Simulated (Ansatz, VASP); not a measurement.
## BN: VASP beside Ansatz

File INCAR:

```
PREC = Accurate ; ENCUT = 520
EDIFF = 1E-7 ; ISMEAR = 0
SIGMA = 0.05 ; LREAL = F
LASPH = T ; NELM = 60
ALGO = Normal ; ISIF = 2
LWAVE = F ; LCHARG = F
NBANDS = 36
```

Contents of KPOINTS:

```
regular mesh
0
Gamma
  10 10 2
```

Contents of POSCAR:

```
BN
1.0
   -2.5539396017      0.0000000000      0.0000000000
    1.2769698009     -2.2117765748      0.0000000000
    0.0000000000      0.0000000000     13.1805650000
B N
6 6
Direct
    0.3333333333      0.6666666667      0.2203527326
    0.3333333333      0.6666666667      0.5410411856
    0.3333333333      0.6666666667      0.8617296387
    0.6666666667      0.3333333333      0.0600085061
    0.6666666667      0.3333333333      0.3806969591
    0.6666666667      0.3333333333      0.7013854122
    0.3333333333      0.6666666667      0.1002715827
    0.3333333333      0.6666666667      0.4209600358
    0.3333333333      0.6666666667      0.7416484888
    0.6666666667      0.3333333333      0.9019927153
    0.6666666667      0.3333333333      0.2606158093
    0.6666666667      0.3333333333      0.5813042623
```

Input for Ansatz:

```yaml
crystal:
  lattice:
    - [-2.5539396017, 0.0, 0.0]
    - [1.2769698009, -2.2117765748, 0.0]
    - [0.0, 0.0, 13.180565]
  atoms:
    - { symbol: B, position: [0.3333333333, 0.6666666667, 0.2203527326] }
    - { symbol: B, position: [0.3333333333, 0.6666666667, 0.5410411856] }
    - { symbol: B, position: [0.3333333333, 0.6666666667, 0.8617296387] }
    - { symbol: B, position: [0.6666666667, 0.3333333333, 0.0600085061] }
    - { symbol: B, position: [0.6666666667, 0.3333333333, 0.3806969591] }
    - { symbol: B, position: [0.6666666667, 0.3333333333, 0.7013854122] }
    - { symbol: "N", position: [0.3333333333, 0.6666666667, 0.1002715827] }
    - { symbol: "N", position: [0.3333333333, 0.6666666667, 0.4209600358] }
    - { symbol: "N", position: [0.3333333333, 0.6666666667, 0.7416484888] }
    - { symbol: "N", position: [0.6666666667, 0.3333333333, 0.9019927153] }
    - { symbol: "N", position: [0.6666666667, 0.3333333333, 0.2606158093] }
    - { symbol: "N", position: [0.6666666667, 0.3333333333, 0.5813042623] }
basis:
  ecutwfc: 420
kpoints:
  mp_grid: { grid: [10, 10, 2] }
hamiltonian:
  xc: lda
scf:
  occupations: { method: gaussian, width: 0.05 }
output:
  forces: true
  stress: true
  eigenvalues: true
```

Alike in both runs: task single point; functional LDA; k mesh 10 × 10 × 2; occupations gaussian, width 0.05 eV; no spin polarisation.

```csv
,VASP,Ansatz
version,VASP 6.6.1,Ansatz 0.2.0
potentials or method,"VASP PAW LDA potentials, release 64 (B, N), cutoff 520 eV","scalar-relativistic, plane waves, PAW"
valence electrons in the cell,48,48
```

Ansatz gave:

- gap on the k mesh at the Fermi level (eV): 3.76
- least direct gap on the mesh (eV): 4.47
- pressure (GPa): -19.3
- traceless stress, the component that is largest in VASP (GPa): -9.97
- rms of the force components (eV/Å): 0.595

Q: Which values does VASP return?

A: gap on the k mesh at the Fermi level (eV): 3.76; least direct gap on the mesh (eV): 4.48; pressure (GPa): -18.5; traceless stress, the component that is largest in VASP (GPa): -10.05; rms of the force components (eV/Å): 0.598.

LDA's correlation is that of Perdew and Zunger in VASP and of Perdew and Wang (1992) in Ansatz. Atom by atom the forces differ by 0.006 eV/Å (rms over components).
